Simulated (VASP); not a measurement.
# MgO (I4/mmm) in VASP: further runs

Runs on MgO. Level: PBE. Tasks: single point.

Everything below comes from runs of VASP 6.6.1. Logs are shortened: lines on timing, memory, paths and dates and some standing lists are left out, and cuts for length are marked.

## (1) The cell of the first run

It takes space group I4/mmm (No. 139, tetragonal). Conventional cell: a = 3.062 Å, b = 3.062 Å, c = 4.133 Å, α = 90.00°, β = 90.00°, γ = 90.00°. Mg (site symmetry 4/mmm) has 6 O at 2.07 to 2.17 Å within 2.7 Å. O (site symmetry 4/mmm) has 6 Mg at 2.07 to 2.17 Å within 2.7 Å.

## (2) Single point, PBE (epitaxial xy strain +3.0%)

Contents of INCAR:

```
PREC = Accurate ; ENCUT = 520
EDIFF = 1E-6 ; ISMEAR = 0
SIGMA = 0.01 ; LREAL = F
LASPH = T ; NELM = 100
ALGO = Normal ; ISIF = 2
LWAVE = F ; LCHARG = F
GGA = PE ; NBANDS = 11
```

Contents of KPOINTS:

```
Automatic mesh
0
Gamma
  6 6 6
```

Contents of POSCAR:

```
MgO
1.0
    0.0000000000      2.1652324379      2.0667334819
    2.1652324379      0.0000000000      2.0667334819
    2.1652324379      2.1652324379      0.0000000000
Mg O
1 1
Direct
    0.0000000000      0.0000000000      0.0000000000
    0.5000000000      0.5000000000      0.5000000000
```

Potentials or basis: VASP PAW PBE potentials, release 64 (Mg, O).

On the command line:

```console
cat potpaw_PBE.64/Mg/POTCAR potpaw_PBE.64/O/POTCAR > POTCAR
mpirun -np 1 vasp_std > vasp.out
```

OUTCAR:

```text
PREC = Accurate
   ENCUT = 520
   EDIFF = 1E-6
   ISMEAR = 0
   LREAL = F
   LASPH = T
   NELM = 100
   ISIF = 2
   GGA = PE

 ion  position               nearest neighbor table
   1  0.000  0.000  0.000-   2 2.07   2 2.07   2 2.17   2 2.17   2 2.17   2 2.17
   2  0.500  0.500  0.500-   1 2.07   1 2.07   1 2.17   1 2.17   1 2.17   1 2.17

  LATTYP: Found a body centered tetragonal cell.
 ALAT       =     3.0621010794
 C/A-ratio  =     1.3498793334

  Lattice vectors:

 A1 = (   0.0000000000,  -2.1652324379,  -2.0667334819)
 A2 = (   0.0000000000,   2.1652324379,  -2.0667334819)
 A3 = (   2.1652324379,   0.0000000000,   2.0667334819)

Analysis of symmetry for initial positions (statically):
=====================================================================
 Subroutine PRICEL returns:
 Original cell was already a primitive cell.

 Routine SETGRP: Setting up the symmetry group for a
 body centered tetragonal supercell.

 Subroutine GETGRP returns: Found 16 space group operations
 (whereof 16 operations were pure point group operations)
 out of a pool of 16 trial point group operations.

The static configuration has the point symmetry D_4h.

Analysis of symmetry for dynamics (positions and initial velocities):
=====================================================================
 Subroutine PRICEL returns:
 Original cell was already a primitive cell.

 Routine SETGRP: Setting up the symmetry group for a
 body centered tetragonal supercell.

 Subroutine GETGRP returns: Found 16 space group operations
 (whereof 16 operations were pure point group operations)
 out of a pool of 16 trial point group operations.

The dynamic configuration has the point symmetry D_4h.

 Subroutine INISYM returns: Found 16 space group operations
 (whereof 16 operations are pure point group operations),
 and found     1 'primitive' translations

----------------------------------------------------------------------------------------

                                     Primitive cell

  volume of cell :      19.3787

  direct lattice vectors                    reciprocal lattice vectors
     0.000000000  2.165232438  2.066733482    -0.230922090  0.230922090  0.241927662
     2.165232438  0.000000000  2.066733482     0.230922090 -0.230922090  0.241927662
     2.165232438  2.165232438  0.000000000     0.230922090  0.230922090 -0.241927662

  length of vectors
     2.993262233  2.993262233  3.062101079     0.406422215  0.406422215  0.406422215

  position of ions in fractional coordinates (direct lattice)
     0.000000000  0.000000000  0.000000000
     0.500000000  0.500000000  0.500000000

  ion indices of the primitive-cell ions
   primitive index   ion index
                 1           1
                 2           2

----------------------------------------------------------------------------------------

 KPOINTS: Automatic mesh

Automatic generation of k-mesh.
 Grid dimensions read from file:
 generate k-points for:    6    6    6

 Generating k-lattice:

  Cartesian coordinates                     Fractional coordinates (reciprocal lattice)
    -0.038487015  0.038487015  0.040321277     0.166666667  0.000000000  0.000000000
     0.038487015 -0.038487015  0.040321277     0.000000000  0.166666667  0.000000000
     0.038487015  0.038487015 -0.040321277     0.000000000  0.000000000  0.166666667

  Length of vectors
     0.067737036  0.067737036  0.067737036

  Shift w.r.t. Gamma in fractional coordinates (k-lattice)
     0.000000000  0.000000000  0.000000000

 Subroutine IBZKPT returns following result:
 ===========================================

 Found     30 irreducible k-points:

 Following reciprocal coordinates:
            Coordinates               Weight
  0.000000  0.000000  0.000000      1.000000
  0.166667 -0.000000  0.000000      8.000000
  0.333333 -0.000000  0.000000      8.000000
  0.500000  0.000000  0.000000      4.000000
  0.166667  0.166667  0.000000      2.000000
  0.333333  0.166667  0.000000      8.000000
[... 16 lines left out ...]
  0.333333  0.000000  0.333333      4.000000
  0.500000 -0.000000  0.333333     16.000000
 [... further k-points ...]
   k-points           NKPTS =     30   k-points in BZ     NKDIM =     30   number of bands    NBANDS=     11
   number of dos      NEDOS =    301   number of ions     NIONS =      2
   total plane-waves  NPLWV =  13824
   dimension x,y,z NGX =    24 NGY =   24 NGZ =   24
   dimension x,y,z NGXF=    48 NGYF=   48 NGZF=   48
   ions per type =               1   1
   NGX,Y,Z   is equivalent  to a cutoff of  13.33, 13.33, 13.03 a.u.
   NGXF,Y,Z  is equivalent  to a cutoff of  26.66, 26.66, 26.06 a.u.
 SYSTEM =  unknown system
   PREC   = accura    normal or accurate (medium, high low for compatibility)
   ISTART =      0    job   : 0-new  1-cont  2-samecut
   ICHARG =      2    charge: 1-file 2-atom 10-const
   ISPIN  =      1    spin polarized calculation?
   LNONCOLLINEAR =      F non collinear calculations
   LSORBIT =      F    spin-orbit coupling
   LASPH  =      T    aspherical Exc in radial PAW
   ENCUT  =  520.0 eV  38.22 Ry    6.18 a.u.   5.57  5.57  5.69*2*pi/ulx,y,z
   NELM   =    100;   NELMIN=  2; NELMDL= -5     # of ELM steps
   EDIFF  = 0.1E-05   stopping-criterion for ELM
   LREAL  =      F    real-space projection
   EDIFFG = 0.1E-04   stopping-criterion for IOM
   NSW    =      0    number of steps for IOM
   IBRION =     -1    ionic relax: 0-MD 1-quasi-New 2-CG
   NFREE  =      0    steps in history (QN), initial steepest desc. (CG)
   ISIF   =      2    stress and relaxation
   ISYM   =      2    0-nonsym 1-usesym 2-fastsym
   POTIM  = 0.5000    time-step for ionic-motion
   TEBEG  =    0.0;   TEEND  =   0.0 temperature during run
   PSTRESS=    0.0 pullay stress
   NELECT =       8.0000    total number of electrons
   NUPDOWN=      -1.0000    fix difference up-down
   EMIN   =  10.00;   EMAX   =-10.00  energy-range for DOS
   EFERMI =   0.00;   METHOD = LEGACY
   ISMEAR =     0;   SIGMA  =   0.01  broadening in eV -4-tet -1-fermi 0-gaus
   EFERMI_NEDOS =   21; number of points for ismear=-14 and -15
   IALGO  =     38    algorithm
   IMIX   =      4    mixing-type and parameters
     AMIX     =   0.40;   BMIX     =  1.00
     AMIX_MAG =   1.60;   BMIX_MAG =  1.00
  volume/ion in A,a.u.               =       9.69        65.39
  Fermi-wavevector in a.u.,A,eV,Ry     =   1.218981  2.303540 20.217101  1.485915
  Thomas-Fermi vector in A             =   2.354249
   LORBIT       =      0    0 simple, 1 ext, 2 COOP (PROOUT), +10 PAW based schemes
   GGA     = PE    functional components
   LHFCALC =     F    Hartree Fock is set to
   AEXX    =    0.0000 exact exchange contribution
   IVDW    =     0    specifies the selected vdW correction
   LEPSILON=     F    determine dielectric tensor
   LRPA    =     F    only Hartree local field effects (RPA)
 non-spin polarized calculation
 Gauss-broadening in eV      SIGMA  =   0.01
  energy-cutoff  :      520.00
  volume of cell :       19.38
 maximum number of plane-waves:       536
 NGX is ok and might be reduce to    24
   NGX = 11   NGY = 11   NGZ = 11

 number of electron       8.0000001 magnetization

 Free energy of the ion-electron system (eV)
  ---------------------------------------------------
  ext. energy  EPLUGINS =         0.00000000
  ---------------------------------------------------
  free energy    TOTEN  =       -11.89452157 eV

  energy without entropy =      -11.89452157  energy(sigma->0) =      -11.89452157

 E-fermi :   3.0244     XC(G=0): -10.9030

 val. band max:        2.9514538230   @ k =   0.0000   0.0000   0.0000
 cond. band min:       7.2815469504   @ k =   0.0000   0.0000   0.0000
 fundamental gap:      4.3300931274
 Fermi energy:         3.0244385628

 k-point     1 :       0.0000    0.0000    0.0000
  band No.  band energies     occupation
      1     -14.1683      2.00000
      2       2.8354      2.00000
      3       2.9515      2.00000
      4       2.9515      2.00000
      5       7.2815      0.00000
      6      18.3757      0.00000
      7      18.3757      0.00000
      8      18.8475      0.00000
      9      22.3591      0.00000
     10      23.3266      0.00000
     11      24.8472      0.00000

 k-point     2 :       0.1667   -0.0000    0.0000
  band No.  band energies     occupation
      1     -13.9030      2.00000
      2       1.4294      2.00000
      3       2.7352      2.00000
      4       2.7645      2.00000
      5       8.7090      0.00000
      6      16.1985      0.00000
      7      18.8335      0.00000
      8      19.2687      0.00000
      9      22.2006      0.00000
     10      23.1949      0.00000
     11      24.7536      0.00000

 k-point     3 :       0.3333   -0.0000    0.0000
  band No.  band energies     occupation
      1     -13.3104      2.00000
      2      -0.6432      2.00000
      3       2.4171      2.00000
      4       2.4655      2.00000
      5      10.2823      0.00000
      6      14.9185      0.00000
      7      18.6909      0.00000
      8      19.6517      0.00000
      9      23.2352      0.00000
     10      23.3704      0.00000
     11      24.0719      0.00000
[... 267 lines left out ...]
 k-point    23 :       0.3333    0.0000    0.3333
  band No.  band energies     occupation
      1     -13.1363      2.00000
      2      -0.4244      2.00000
      3       1.8227      2.00000
      4       2.0747      2.00000
      5      11.7993      0.00000
      6      13.0316      0.00000
      7      16.1828      0.00000
      8      20.5316      0.00000
      9      21.1401      0.00000
     10      27.2741      0.00000
     11      29.0392      0.00000

 k-point    24 :       0.5000   -0.0000    0.3333
  band No.  band energies     occupation
      1     -12.8275      2.00000
      2      -0.7556      2.00000
      3       1.0959      2.00000
      4       1.8470      2.00000
      5      12.6142      0.00000
      6      13.4544      0.00000
      7      15.3234      0.00000
      8      20.6404      0.00000
      9      21.2904      0.00000
     10      28.2052      0.00000
     11      28.9028      0.00000

 [... further k-points ...]

------------------------ aborting loop because EDIFF is reached ----------------------------------------

  FORCE on cell =-STRESS in cart. coord.  units (eV):
  Direction    XX          YY          ZZ          XY          YZ          ZX
  --------------------------------------------------------------------------------------
  -------------------------------------------------------------------------------------
  Total       -0.4879862     -0.4879862      0.5702645      0.0000000     -0.0000000      0.0000000
  in kB      -40.3454529    -40.3454529     47.1480132      0.0000000     -0.0000000      0.0000000
  external PRESSURE =     -11.1809642 kB  Pullay stress =       0.0000000 kB

 VOLUME and BASIS-vectors are now :
 -----------------------------------------------------------------------------
  energy-cutoff  :      520.00
  volume of cell :       19.38
      direct lattice vectors                 reciprocal lattice vectors
     0.000000000  2.165232438  2.066733482    -0.230922090  0.230922090  0.241927662
     2.165232438  0.000000000  2.066733482     0.230922090 -0.230922090  0.241927662
     2.165232438  2.165232438  0.000000000     0.230922090  0.230922090 -0.241927662

 POSITION                                       TOTAL-FORCE (eV/Angst)
 -----------------------------------------------------------------------------------
      0.00000      0.00000      0.00000         0.000000     -0.000000      0.000000
      2.16523      2.16523      2.06673        -0.000000      0.000000      0.000000
 -----------------------------------------------------------------------------------
    total drift:                               -0.000000     -0.000000      0.000000

  FREE ENERGIE OF THE ION-ELECTRON SYSTEM (eV)
  ---------------------------------------------------
  free  energy   TOTEN  =       -11.8945215655 eV

  energy  without entropy=      -11.8945215655  energy(sigma->0) =      -11.89452157
```

Run time: 16 s. Hardware: 1 thread of Intel Xeon 8259CL, shared host; peak memory 0.11 GiB.

What came out:

```
Free energy            : -11.8945 eV
Pressure               : -1.1 GPa
Band gap on the k mesh : 4.33 eV, direct
```

Levels at points of the mesh, in eV from the valence-band top:
| k point | band 2 | band 3 | band 4 | band 5 | band 6 | band 7 |
| --- | --- | --- | --- | --- | --- | --- |
| (0.00, 0.00, 0.00) | -0.12 | 0.00 | 0.00 | 4.33 | 15.42 | 15.42 |
| (0.50, 0.00, 0.00) | -4.49 | -0.70 | -0.61 | 7.62 | 12.14 | 15.41 |
| (0.50, 0.50, 0.00) | -3.86 | -1.46 | -1.46 | 8.73 | 9.54 | 13.09 |
| (0.50, 0.00, 0.50) | -4.02 | -1.41 | -1.13 | 9.22 | 9.57 | 12.47 |

Caveat: the k points lie up to 0.43 Å⁻¹ apart; the cell differs from its parent crystal (epitaxial xy strain +3.0%).

## (3) Single point, PBE (epitaxial xy strain +4.0%)

Contents of INCAR:

```
PREC = Accurate
ENCUT = 520
EDIFF = 1E-6
ISMEAR = 0
SIGMA = 0.01
LREAL = F
LASPH = T
NELM = 60
ALGO = Normal
ISIF = 2
LWAVE = F
LCHARG = F
GGA = PE
NBANDS = 11
```

Contents of KPOINTS:

```
regular mesh
0
Gamma
  6 6 6
```

Contents of POSCAR:

```
MgO
1.0
    0.0000000000      2.1862541121      2.0560504775
    2.1862541121      0.0000000000      2.0560504775
    2.1862541121      2.1862541121      0.0000000000
Mg O
1 1
Direct
    0.0000000000      0.0000000000      0.0000000000
    0.5000000000      0.5000000000      0.5000000000
```

Potentials or basis: VASP PAW PBE potentials, release 64 (Mg, O).

On the command line:

```console
cat potpaw_PBE.64/Mg/POTCAR potpaw_PBE.64/O/POTCAR > POTCAR
mpirun -np 1 vasp_std > vasp.out
```

OUTCAR:

```text
PREC = Accurate
   ENCUT = 520
   EDIFF = 1E-6
   ISMEAR = 0
   LREAL = F
   LASPH = T
   NELM = 60
   ISIF = 2
   GGA = PE

 ion  position               nearest neighbor table
   1  0.000  0.000  0.000-   2 2.06   2 2.06   2 2.19   2 2.19   2 2.19   2 2.19
   2  0.500  0.500  0.500-   1 2.06   1 2.06   1 2.19   1 2.19   1 2.19   1 2.19

  LATTYP: Found a body centered tetragonal cell.
 ALAT       =     3.0918302161
 C/A-ratio  =     1.3299892515

  Lattice vectors:

 A1 = (   0.0000000000,  -2.1862541121,  -2.0560504775)
 A2 = (   0.0000000000,   2.1862541121,  -2.0560504775)
 A3 = (   2.1862541121,   0.0000000000,   2.0560504775)

Analysis of symmetry for initial positions (statically):
=====================================================================
 Subroutine PRICEL returns:
 Original cell was already a primitive cell.

 Routine SETGRP: Setting up the symmetry group for a
 body centered tetragonal supercell.

 Subroutine GETGRP returns: Found 16 space group operations
 (whereof 16 operations were pure point group operations)
 out of a pool of 16 trial point group operations.

The static configuration has the point symmetry D_4h.

[... 165 lines left out ...]
 fundamental gap:      4.1810951841
 Fermi energy:         2.9105117399

 k-point     1 :       0.0000    0.0000    0.0000
  band No.  band energies     occupation
      1     -14.2058      2.00000
      2       2.7017      2.00000
      3       2.8601      2.00000
      4       2.8601      2.00000
      5       7.0412      0.00000
      6      18.1638      0.00000
      7      18.1638      0.00000
      8      18.7775      0.00000
      9      22.1618      0.00000
     10      22.8701      0.00000
     11      24.8663      0.00000
[... 309 lines left out ...]
 k-point    24 :       0.5000   -0.0000    0.3333
  band No.  band energies     occupation
      1     -12.9111      2.00000
      2      -0.8148      2.00000
      3       1.0149      2.00000
      4       1.7888      2.00000
      5      12.4474      0.00000
      6      13.2730      0.00000
      7      15.0294      0.00000
      8      20.3166      0.00000
      9      21.1445      0.00000
     10      27.7823      0.00000
     11      28.5627      0.00000

 [... further k-points ...]
[... 5 lines left out ...]
  --------------------------------------------------------------------------------------
  -------------------------------------------------------------------------------------
  Total       -0.7727895     -0.7727895      0.5724173      0.0000000      0.0000000      0.0000000
  in kB      -62.9950932    -62.9950932     46.6614590      0.0000000      0.0000000      0.0000000
  external PRESSURE =     -26.4429091 kB  Pullay stress =       0.0000000 kB

 VOLUME and BASIS-vectors are now :
 -----------------------------------------------------------------------------
  energy-cutoff  :      520.00
  volume of cell :       19.65
      direct lattice vectors                 reciprocal lattice vectors
     0.000000000  2.186254112  2.056050477    -0.228701685  0.228701685  0.243184691
     2.186254112  0.000000000  2.056050477     0.228701685 -0.228701685  0.243184691
     2.186254112  2.186254112  0.000000000     0.228701685  0.228701685 -0.243184691

 POSITION                                       TOTAL-FORCE (eV/Angst)
 -----------------------------------------------------------------------------------
      0.00000      0.00000      0.00000         0.000000     -0.000000      0.000000
      2.18625      2.18625      2.05605         0.000000      0.000000     -0.000000
 -----------------------------------------------------------------------------------
    total drift:                               -0.000000     -0.000000      0.000000

  FREE ENERGIE OF THE ION-ELECTRON SYSTEM (eV)
  ---------------------------------------------------
  free  energy   TOTEN  =       -11.8797171919 eV

  energy  without entropy=      -11.8797171919  energy(sigma->0) =      -11.87971719
```

stdout:

```text
POSCAR found type information on POSCAR MgO
 POSCAR found :  2 types and       2 ions
 scaLAPACK will be used
 LDA part: xc-table for (Slater+PW92), standard interpolation
 POSCAR, INCAR and KPOINTS ok, starting setup
 FFT: planning ... GRIDC
 FFT: planning ... GRID_SOFT
 FFT: planning ... GRID
 WAVECAR not read
 entering main loop
```

Wall time 15 s (1 thread of Intel Xeon 8259CL, shared host); peak memory 0.11 GiB.

What came out:

| Quantity | Value |
| --- | --- |
| Free energy | -11.8797 eV |
| Pressure | -2.6 GPa |
| Band gap on the k mesh | 4.18 eV, direct |

Stress tensor (GPa, compression positive):
```
-6.30  0.00  0.00
 0.00 -6.30  0.00
 0.00  0.00  4.67
```

Levels at points of the mesh, in eV from the valence-band top:
```csv
k point,band 1,band 2,band 3,band 4,band 5,band 6,band 7,band 8
"(0.00, 0.00, 0.00)",-17.07,-0.16,0.00,0.00,4.18,15.30,15.30,15.92
"(0.50, 0.00, 0.00)",-15.90,-4.45,-0.71,-0.60,7.51,11.96,15.11,16.53
"(0.50, 0.50, 0.00)",-15.57,-3.79,-1.49,-1.49,8.61,9.40,13.07,17.70
"(0.50, 0.00, 0.50)",-15.72,-3.99,-1.43,-1.06,9.26,9.41,12.25,17.86
```

Caveat: the k points lie up to 0.42 Å⁻¹ apart; the cell differs from its parent crystal (epitaxial xy strain +4.0%).
